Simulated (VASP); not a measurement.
# CdF2 (Fm-3m) in VASP: a series of runs

CdF2 is run at these levels: PBE; tasks: single point.

Everything below comes from runs of VASP 6.6.1. Logs are shortened: lines on timing, memory, paths and dates and some standing lists are left out, and cuts for length are marked.

### 1 The cell of the first run

It takes space group Fm-3m (No. 225, cubic). The conventional cell has a = 5.411 Å, b = 5.411 Å, c = 5.411 Å, α = 90.00°, β = 90.00°, γ = 90.00°. Within 3.1 Å of Cd (site symmetry m-3m) lie 8 F at 2.34 Å. Within 3.1 Å of F (site symmetry -43m) lie 4 Cd at 2.34 Å and 6 F at 2.71 Å.

### 2 Single point, PBE

Contents of INCAR:

```
SYSTEM = CdF2
PREC = Accurate
ENCUT = 520
EDIFF = 1E-6
ISMEAR = -1
SIGMA = 0.01
LREAL = .False.
LASPH = .True.
NELM = 100
ALGO = Normal
ISIF = 2
LWAVE = .False.
LCHARG = .False.
GGA = PE
NBANDS = 20
```

Contents of KPOINTS:

```
regular mesh
0
Gamma
  6 6 6
  0 0 0
```

Contents of POSCAR:

```
CdF2
1.0
    0.0000000000      2.7052921693      2.7052921693
    2.7052921693      0.0000000000      2.7052921693
    2.7052921693      2.7052921693      0.0000000000
Cd F
1 2
Direct
    0.0000000000      0.0000000000      0.0000000000
    0.2500000000      0.2500000000      0.2500000000
    0.7500000000      0.7500000000      0.7500000000
```

Potentials or basis: VASP PAW PBE potentials, release 64 (Cd, F).

The run is started by

```sh
$ cat potpaw_PBE.64/Cd/POTCAR potpaw_PBE.64/F/POTCAR > POTCAR
$ mpirun -np 1 vasp_std > vasp.out
```

OUTCAR:

```text
SYSTEM = CdF2
   PREC = Accurate
   ENCUT = 520
   EDIFF = 1E-6
   ISMEAR = -1
   LREAL = .False.
   LASPH = .True.
   NELM = 100
   ISIF = 2
   GGA = PE

 ion  position               nearest neighbor table
   1  0.000  0.000  0.000-   3 2.34   3 2.34   3 2.34   2 2.34   3 2.34   2 2.34   2 2.34   2 2.34

   2  0.250  0.250  0.250-   1 2.34   1 2.34   1 2.34   1 2.34
   3  0.750  0.750  0.750-   1 2.34   1 2.34   1 2.34   1 2.34

  LATTYP: Found a face centered cubic cell.
 ALAT       =     5.4105843386

  Lattice vectors:

 A1 = (   0.0000000000,   2.7052921693,   2.7052921693)
 A2 = (   2.7052921693,   0.0000000000,   2.7052921693)
 A3 = (   2.7052921693,   2.7052921693,   0.0000000000)

Analysis of symmetry for initial positions (statically):
=====================================================================
 Subroutine PRICEL returns:
 Original cell was already a primitive cell.

 Routine SETGRP: Setting up the symmetry group for a
 face centered cubic supercell.

 Subroutine GETGRP returns: Found 48 space group operations
 (whereof 48 operations were pure point group operations)
 out of a pool of 48 trial point group operations.

The static configuration has the point symmetry O_h .

Analysis of symmetry for dynamics (positions and initial velocities):
=====================================================================
 Subroutine PRICEL returns:
 Original cell was already a primitive cell.

 Routine SETGRP: Setting up the symmetry group for a
 face centered cubic supercell.

 Subroutine GETGRP returns: Found 48 space group operations
 (whereof 48 operations were pure point group operations)
 out of a pool of 48 trial point group operations.

The dynamic configuration has the point symmetry O_h .

 Subroutine INISYM returns: Found 48 space group operations
 (whereof 48 operations are pure point group operations),
 and found     1 'primitive' translations

----------------------------------------------------------------------------------------

                                     Primitive cell

  volume of cell :      39.5979

  direct lattice vectors                    reciprocal lattice vectors
     0.000000000  2.705292169  2.705292169    -0.184822921  0.184822921  0.184822921
     2.705292169  0.000000000  2.705292169     0.184822921 -0.184822921  0.184822921
     2.705292169  2.705292169  0.000000000     0.184822921  0.184822921 -0.184822921

  length of vectors
     3.825860876  3.825860876  3.825860876     0.320122689  0.320122689  0.320122689

  position of ions in fractional coordinates (direct lattice)
     0.000000000  0.000000000  0.000000000
     0.250000000  0.250000000  0.250000000
     0.750000000  0.750000000  0.750000000

  ion indices of the primitive-cell ions
   primitive index   ion index
                 1           1
                 2           2
                 3           3

----------------------------------------------------------------------------------------

 KPOINTS: regular mesh

Automatic generation of k-mesh.
 Grid dimensions read from file:
 generate k-points for:    6    6    6

 Generating k-lattice:

  Cartesian coordinates                     Fractional coordinates (reciprocal lattice)
    -0.030803820  0.030803820  0.030803820     0.166666667  0.000000000  0.000000000
     0.030803820 -0.030803820  0.030803820     0.000000000  0.166666667  0.000000000
     0.030803820  0.030803820 -0.030803820     0.000000000  0.000000000  0.166666667

  Length of vectors
     0.053353782  0.053353782  0.053353782

  Shift w.r.t. Gamma in fractional coordinates (k-lattice)
     0.000000000  0.000000000  0.000000000

 Subroutine IBZKPT returns following result:
 ===========================================

 Found     16 irreducible k-points:

 Following reciprocal coordinates:
            Coordinates               Weight
  0.000000  0.000000  0.000000      1.000000
  0.166667  0.000000  0.000000      8.000000
  0.333333  0.000000  0.000000      8.000000
  0.500000  0.000000  0.000000      4.000000
  0.166667  0.166667  0.000000      6.000000
  0.333333  0.166667  0.000000     24.000000
[... 8 lines left out ...]
 -0.333333  0.333333  0.166667     24.000000
 -0.333333  0.500000  0.166667     12.000000
   k-points           NKPTS =     16   k-points in BZ     NKDIM =     16   number of bands    NBANDS=     20
   number of dos      NEDOS =    301   number of ions     NIONS =      3
   total plane-waves  NPLWV =  21952
   dimension x,y,z NGX =    28 NGY =   28 NGZ =   28
   dimension x,y,z NGXF=    56 NGYF=   56 NGZF=   56
   ions per type =               1   2
   NGX,Y,Z   is equivalent  to a cutoff of  12.17, 12.17, 12.17 a.u.
   NGXF,Y,Z  is equivalent  to a cutoff of  24.33, 24.33, 24.33 a.u.
 SYSTEM =  CdF2
   PREC   = accura    normal or accurate (medium, high low for compatibility)
   ISTART =      0    job   : 0-new  1-cont  2-samecut
   ICHARG =      2    charge: 1-file 2-atom 10-const
   ISPIN  =      1    spin polarized calculation?
   LNONCOLLINEAR =      F non collinear calculations
   LSORBIT =      F    spin-orbit coupling
   LASPH  =      T    aspherical Exc in radial PAW
   ENCUT  =  520.0 eV  38.22 Ry    6.18 a.u.   7.11  7.11  7.11*2*pi/ulx,y,z
   NELM   =    100;   NELMIN=  2; NELMDL= -5     # of ELM steps
   EDIFF  = 0.1E-05   stopping-criterion for ELM
   LREAL  =      F    real-space projection
   EDIFFG = 0.1E-04   stopping-criterion for IOM
   NSW    =      0    number of steps for IOM
   IBRION =     -1    ionic relax: 0-MD 1-quasi-New 2-CG
   NFREE  =      0    steps in history (QN), initial steepest desc. (CG)
   ISIF   =      2    stress and relaxation
   ISYM   =      2    0-nonsym 1-usesym 2-fastsym
   POTIM  = 0.5000    time-step for ionic-motion
   TEBEG  =    0.0;   TEEND  =   0.0 temperature during run
   PSTRESS=    0.0 pullay stress
   NELECT =      26.0000    total number of electrons
   NUPDOWN=      -1.0000    fix difference up-down
   EMIN   =  10.00;   EMAX   =-10.00  energy-range for DOS
   EFERMI =   0.00;   METHOD = LEGACY
   ISMEAR =    -1;   SIGMA  =   0.01  broadening in eV -4-tet -1-fermi 0-gaus
   EFERMI_NEDOS =   21; number of points for ismear=-14 and -15
   IALGO  =     38    algorithm
   IMIX   =      4    mixing-type and parameters
     AMIX     =   0.40;   BMIX     =  1.00
     AMIX_MAG =   1.60;   BMIX_MAG =  1.00
  volume/ion in A,a.u.               =      13.20        89.07
  Fermi-wavevector in a.u.,A,eV,Ry     =   1.422902  2.688896 27.547052  2.024651
  Thomas-Fermi vector in A             =   2.543557
   LORBIT       =      0    0 simple, 1 ext, 2 COOP (PROOUT), +10 PAW based schemes
   GGA     = PE    functional components
   LHFCALC =     F    Hartree Fock is set to
   AEXX    =    0.0000 exact exchange contribution
   IVDW    =     0    specifies the selected vdW correction
   LEPSILON=     F    determine dielectric tensor
   LRPA    =     F    only Hartree local field effects (RPA)
 non-spin polarized calculation
  energy-cutoff  :      520.00
  volume of cell :       39.60
 maximum number of plane-waves:      1090
   NGX = 15   NGY = 15   NGZ = 15

 number of electron      25.9999981 magnetization

 Free energy of the ion-electron system (eV)
  ---------------------------------------------------
  ext. energy  EPLUGINS =         0.00000000
  ---------------------------------------------------
  free energy    TOTEN  =       -10.87714521 eV

  energy without entropy =      -10.87714521  energy(sigma->0) =      -10.87714521

 E-fermi :  -1.1959     XC(G=0): -10.3440

 val. band max:       -1.4244911863   @ k =  -0.3333   0.5000   0.1667
 cond. band min:       1.6181247137   @ k =   0.0000   0.0000   0.0000
 fundamental gap:      3.0426159000
 Fermi energy:        -1.1959493015

 k-point     1 :       0.0000    0.0000    0.0000
  band No.  band energies     occupation
      1     -22.1412      2.00000
      2     -21.0712      2.00000
      3      -6.9833      2.00000
      4      -6.9833      2.00000
      5      -6.9833      2.00000
      6      -5.8300      2.00000
[... 12 lines left out ...]
     19      18.4016      0.00000
     20      18.4016      0.00000

 k-point     2 :       0.1667    0.0000    0.0000
  band No.  band energies     occupation
      1     -22.0575      2.00000
      2     -21.1449      2.00000
      3      -6.8866      2.00000
      4      -6.8866      2.00000
      5      -6.7041      2.00000
      6      -5.8550      2.00000
[... 12 lines left out ...]
     19      17.7714      0.00000
     20      17.7714      0.00000

 k-point     3 :       0.3333    0.0000    0.0000
  band No.  band energies     occupation
      1     -21.8457      2.00000
      2     -21.3345      2.00000
      3      -6.7160      2.00000
      4      -6.7160      2.00000
      5      -6.0328      2.00000
      6      -5.8335      2.00000
[... 12 lines left out ...]
     19      16.9858      0.00000
     20      17.7893      0.00000

 k-point     4 :       0.5000    0.0000    0.0000
  band No.  band energies     occupation
      1     -21.6189      2.00000
      2     -21.5481      2.00000
      3      -6.6567      2.00000
      4      -6.6567      2.00000
      5      -5.7615      2.00000
      6      -5.7615      2.00000
[... 12 lines left out ...]
     19      16.6924      0.00000
     20      17.2435      0.00000

 k-point     5 :       0.1667    0.1667    0.0000
  band No.  band energies     occupation
      1     -22.0334      2.00000
      2     -21.1643      2.00000
      3      -6.8329      2.00000
      4      -6.8329      2.00000
      5      -6.6389      2.00000
      6      -5.9699      2.00000
[... 12 lines left out ...]
     19      18.6704      0.00000
     20      19.0069      0.00000

 k-point     6 :       0.3333    0.1667    0.0000
  band No.  band energies     occupation
      1     -21.8764      2.00000
      2     -21.2987      2.00000
      3      -6.6508      2.00000
      4      -6.6501      2.00000
      5      -6.1452      2.00000
      6      -6.0736      2.00000
[... 12 lines left out ...]
     19      18.3213      0.00000
     20      20.0164      0.00000

 k-point     7 :       0.5000    0.1667    0.0000
  band No.  band energies     occupation
      1     -21.6597      2.00000
      2     -21.4955      2.00000
      3      -6.5805      2.00000
      4      -6.5339      2.00000
      5      -5.9147      2.00000
      6      -5.7714      2.00000
[... 12 lines left out ...]
     19      17.5235      0.00000
     20      19.8957      0.00000

 k-point     8 :      -0.3333    0.1667    0.0000
  band No.  band energies     occupation
      1     -21.7265      2.00000
      2     -21.4349      2.00000
      3      -6.6243      2.00000
      4      -6.5457      2.00000
      5      -5.9254      2.00000
      6      -5.8234      2.00000
[... 12 lines left out ...]
     19      16.6794      0.00000
     20      19.8982      0.00000

 k-point     9 :      -0.1667    0.1667    0.0000
  band No.  band energies     occupation
      1     -21.9358      2.00000
      2     -21.2509      2.00000
      3      -6.7552      2.00000
      4      -6.7337      2.00000
      5      -6.3260      2.00000
      6      -5.9504      2.00000
[... 12 lines left out ...]
     19      16.7723      0.00000
     20      19.5897      0.00000

 k-point    10 :       0.3333    0.3333    0.0000
  band No.  band energies     occupation
      1     -21.8073      2.00000
      2     -21.3444      2.00000
      3      -6.4359      2.00000
      4      -6.4140      2.00000
      5      -6.4140      2.00000
      6      -5.9259      2.00000
[... 12 lines left out ...]
     19      18.8073      0.00000
     20      19.4024      0.00000

 k-point    11 :       0.5000    0.3333    0.0000
  band No.  band energies     occupation
      1     -21.6856      2.00000
      2     -21.4455      2.00000
      3      -6.5889      2.00000
      4      -6.2369      2.00000
      5      -6.1050      2.00000
      6      -5.7695      2.00000
[... 12 lines left out ...]
     19      18.9185      0.00000
     20      19.3957      0.00000

 k-point    12 :      -0.3333    0.3333    0.0000
  band No.  band energies     occupation
      1     -21.5774      2.00000
      2     -21.5582      2.00000
      3      -6.5291      2.00000
      4      -6.2701      2.00000
      5      -5.9423      2.00000
      6      -5.8267      2.00000
[... 12 lines left out ...]
     19      17.9681      0.00000
     20      20.2481      0.00000

 k-point    13 :       0.5000    0.5000    0.0000
  band No.  band energies     occupation
      1     -21.6897      2.00000
      2     -21.4309      2.00000
      3      -6.7613      2.00000
      4      -6.0657      2.00000
      5      -6.0657      2.00000
      6      -5.7187      2.00000
[... 12 lines left out ...]
     19      17.9215      0.00000
     20      19.9708      0.00000

 k-point    14 :       0.5000    0.3333    0.1667
  band No.  band energies     occupation
      1     -21.7324      2.00000
      2     -21.4169      2.00000
      3      -6.5298      2.00000
      4      -6.3984      2.00000
      5      -6.1570      2.00000
      6      -5.8308      2.00000
[... 12 lines left out ...]
     19      17.8613      0.00000
     20      19.8888      0.00000

 k-point    15 :      -0.3333    0.3333    0.1667
  band No.  band energies     occupation
      1     -21.5767      2.00000
      2     -21.5589      2.00000
      3      -6.4773      2.00000
      4      -6.2992      2.00000
      5      -5.9633      2.00000
      6      -5.8939      2.00000
[... 12 lines left out ...]
     19      17.4697      0.00000
     20      20.3333      0.00000

 k-point    16 :      -0.3333    0.5000    0.1667
  band No.  band energies     occupation
      1     -21.6264      2.00000
      2     -21.4973      2.00000
      3      -6.5446      2.00000
      4      -6.0620      2.00000
      5      -6.0020      2.00000
      6      -5.9290      2.00000
[... 12 lines left out ...]
     19      18.7576      0.00000
     20      19.1829      0.00000

------------------------ aborting loop because EDIFF is reached ----------------------------------------

  FORCE on cell =-STRESS in cart. coord.  units (eV):
  Direction    XX          YY          ZZ          XY          YZ          ZX
  --------------------------------------------------------------------------------------
  -------------------------------------------------------------------------------------
  Total        1.1609453      1.1609453      1.1609453      0.0000000      0.0000000     -0.0000000
  in kB       46.9731658     46.9731658     46.9731658      0.0000000      0.0000000     -0.0000000
  external PRESSURE =      46.9731658 kB  Pullay stress =       0.0000000 kB

 VOLUME and BASIS-vectors are now :
 -----------------------------------------------------------------------------
  energy-cutoff  :      520.00
  volume of cell :       39.60
      direct lattice vectors                 reciprocal lattice vectors
     0.000000000  2.705292169  2.705292169    -0.184822921  0.184822921  0.184822921
     2.705292169  0.000000000  2.705292169     0.184822921 -0.184822921  0.184822921
     2.705292169  2.705292169  0.000000000     0.184822921  0.184822921 -0.184822921

 POSITION                                       TOTAL-FORCE (eV/Angst)
 -----------------------------------------------------------------------------------
      0.00000      0.00000      0.00000        -0.000000      0.000000     -0.000000
      1.35265      1.35265      1.35265        -0.000000     -0.000000     -0.000000
      4.05794      4.05794      4.05794         0.000000      0.000000      0.000000
 -----------------------------------------------------------------------------------
    total drift:                                0.000000      0.000000      0.000000

  FREE ENERGIE OF THE ION-ELECTRON SYSTEM (eV)
  ---------------------------------------------------
  free  energy   TOTEN  =       -10.8771452149 eV

  energy  without entropy=      -10.8771452149  energy(sigma->0) =      -10.87714521
```

It took 7.1 s on 1 thread of Intel Xeon 6975P-C (Granite Rapids), shared host; peak memory 0.15 GiB.

What came out:

| Property | Result |
| --- | --- |
| Free energy | -10.8771 eV |
| Pressure | 4.7 GPa |
| Band gap on the k mesh | 3.04 eV, indirect (least direct gap 3.54 eV) |

Levels at points of the mesh, in eV from the valence-band top:
```
           k point  band 11  band 12  band 13  band 14  band 15  band 16
(0.00, 0.00, 0.00)    -0.50    -0.50    -0.50     3.04    12.66    12.66
(0.50, 0.00, 0.00)    -1.77    -0.39    -0.39     7.10     9.14    14.41
(0.50, 0.50, 0.00)    -0.45    -0.07    -0.07     7.92     9.60    11.92
```

A k mesh can miss the band edges.

[end of part 1 of 2]
